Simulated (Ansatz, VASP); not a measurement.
## One calculation of KCl, two programs

Contents of INCAR:

```
SYSTEM = KCl
PREC = Accurate
ENCUT = 520
EDIFF = 1E-7
ISMEAR = -1
SIGMA = 0.03
LREAL = .FALSE.
LASPH = .TRUE.
NELM = 80
ALGO = Normal
ISIF = 2
LWAVE = .FALSE.
LCHARG = .FALSE.
GGA = PE
NBANDS = 15
```

The input KPOINTS:

```
regular mesh
0
G
  7 7 7
  0 0 0
```

POSCAR

```
KCl
1.0
    0.0000000000      3.1561000000      3.2507830000
    3.1561000000      0.0000000000      3.2507830000
    3.1561000000      3.1561000000      0.0000000000
K Cl
1 1
Direct
    0.0000000000      0.0000000000      0.0000000000
    0.5000000000      0.5000000000      0.5000000000
```

Input for Ansatz:

```yaml
crystal:
  lattice:
    - [0.0, 3.1561, 3.250783]
    - [3.1561, 0.0, 3.250783]
    - [3.1561, 3.1561, 0.0]
  atoms:
    - { symbol: K, position: [0.0, 0.0, 0.0] }
    - { symbol: Cl, position: [0.5, 0.5, 0.5] }
kpoints:
  mp_grid: { grid: [7, 7, 7] }
  band_path:
    path:
      - [0.0, 0.0, 0.0]
      - [0.0, 0.5, 0.5]
      - [0.25, 0.75, 0.5]
      - [0.0, 0.5, 0.0]
      - [0.0, 0.0, 0.0]
      - [0.5, 0.5, 0.0]
      - [0.3678244886, 0.6321755114, 0.0]
      - [-0.3678244886, 0.3678244886, 0.0]
      - [0.0, 0.0, 0.0]
    npoints: 5
scf:
  occupations: { method: fermi_dirac, width: 0.03 }
hamiltonian:
  xc: pbe
  pseudopotentials: { kind: all_electron, lapw: { basis_error: 0.001 } }
output:
  forces: true
  stress: true
  eigenvalues: true
```

Change from the starting cell: zz strain of +3 %.

Alike in both runs: task single point; functional PBE; k mesh 7 × 7 × 7; occupations fermi-dirac, width 0.03 eV; no spin polarisation.

|  | VASP | Ansatz |
| --- | --- | --- |
| version | VASP 6.6.1 | Ansatz 0.2.0 |
| potentials or method | VASP PAW PBE potentials, release 64 (K_sv, Cl), cutoff 520 eV | all-electron LAPW, scalar-relativistic |

|  | VASP | Ansatz | Ansatz less VASP |
| --- | --- | --- | --- |
| gap on the k mesh at the Fermi level (eV) | 5.05 | 5.05 | +0.002 |
| pressure (GPa) | 0.1 | 0.1 | -0.01 |
| traceless stress, the component that is largest in VASP (GPa) | -0.58 | -0.56 | +0.011 |

Ansatz ran all-electron here, and VASP with PAW potentials.
